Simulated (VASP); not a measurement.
Input of a VASP 6.6.1 run:

INCAR

```
PREC = Accurate
ENCUT = 520
EDIFF = 1E-7
ISMEAR = 0
SIGMA = 0.1
LREAL = F
LASPH = T
NELM = 100
ALGO = Normal
ISIF = 2
LWAVE = F
LCHARG = T
GGA = PS
LELF = T
LVHAR = T
NBANDS = 14
```

The input KPOINTS:

```
Automatic mesh
0
Gamma
  9 9 9
```

Contents of POSCAR:

```
MgO2
1.0
    1.6047610000      0.9265090000      3.4939790000
   -1.6047610000      0.9265090000      3.4939790000
    0.0000000000     -1.8530180000      3.4939790000
Mg O
1 2
Direct
    0.0000000000      0.0000000000      0.0000000000
    0.4287860000      0.4287860000      0.4287860000
    0.5712140000      0.5712140000      0.5712140000
```

Potentials or basis: VASP PAW PBE potentials, release 64 (Mg, O).

Run with:

```sh
$ cat potpaw_PBE.64/Mg/POTCAR potpaw_PBE.64/O/POTCAR > POTCAR
$ mpirun -np 1 vasp_std > vasp.out
```

Task: What does it give for the largest force?

Result: 0.122 eV/Å.

Task: Estimate the pressure.

Result: -5.0 GPa.

Task: What does it give for the band gap on the k mesh?

Result: 2.28 eV, indirect (the least direct gap lies 4.9 meV higher).

Stress tensor (GPa, compression positive):
```
-4.45  0.00  0.00
 0.00 -4.45  0.00
 0.00  0.00 -6.14
```

Caveat: the PAW data sets were made with another functional, which shifts forces and pressure a little. Expect the measured gap to be larger: semilocal functionals such as PBEsol lack the derivative discontinuity.
